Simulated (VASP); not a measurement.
Wanted: the native input for a VASP 6.6.1 run.

```yaml
Task: single point
Functional: r2SCAN
Potentials_or_basis: VASP PAW PBE potentials, release 64 (K_sv, Cl)
Cutoff: 520 eV
k_mesh: 6 × 6 × 6
Occupations: gaussian, width 0.05 eV
Spin: no spin polarisation
Dipole_correction: no
Further_INCAR_settings: ALGO = Normal; EDIFF = 1e-06; NBANDS = 15
```

Crystal: KCl.

```
K Cl
1.0
     0.00000    3.25078    3.15610
     3.25078    0.00000    3.15610
     3.25078    3.25078    0.00000
K Cl
1 1
Direct
  0.00000 0.00000 0.00000
  0.50000 0.50000 0.50000
```

This cell differs from its parent crystal: strain +0.0300 x Voigt [1, 1, 0, 0, 0, 0].

The input as run:

POSCAR

```
KCl
1.0
    0.0000000000      3.2507830000      3.1561000000
    3.2507830000      0.0000000000      3.1561000000
    3.2507830000      3.2507830000      0.0000000000
K Cl
1 1
Direct
    0.0000000000      0.0000000000      0.0000000000
    0.5000000000      0.5000000000      0.5000000000
```

INCAR.step1

```
  ALGO = Normal
  EDIFF = 1E-4
  ENCUT = 520
  GGA = PE
  ISMEAR = 0
  LASPH = True
  LCHARG = False
  LREAL = False
  LWAVE = True
  NBANDS = 15
  NELM = 100
  PREC = Accurate
  SIGMA = 0.05
```

INCAR.step2

```
  ALGO = Normal
  EDIFF = 1E-6
  ENCUT = 520
  ISIF = 2
  ISMEAR = 0
  ISTART = 1
  LASPH = True
  LCHARG = False
  LMIXTAU = True
  LREAL = False
  LWAVE = False
  METAGGA = R2SCAN
  NBANDS = 15
  NELM = 100
  PREC = Accurate
  SIGMA = 0.05
```

KPOINTS

```
k-points
0
Gamma
  6 6 6
```

Potentials or basis: VASP PAW PBE potentials, release 64 (K_sv, Cl).

The run is started by

```console
$ cat potpaw_PBE.64/K_sv/POTCAR potpaw_PBE.64/Cl/POTCAR > POTCAR
$ cp INCAR.step1 INCAR
$ mpirun -np 1 vasp_std > vasp.out
$ cp INCAR.step2 INCAR
$ mpirun -np 1 vasp_std > vasp.out
```

It gave:

- Pressure: -1.1 GPa
- Band gap on the k mesh: 5.59 eV, direct

Caveat: the cell differs from its parent crystal (strain +0.0300 x Voigt [1, 1, 0, 0, 0, 0]); the PAW data sets were made with another functional, which shifts forces and pressure a little.

Run time: 2.3 min on 1 thread of AMD EPYC 7R13 Processor (Zen 3), with other jobs on the host, peak memory 0.19 GiB.
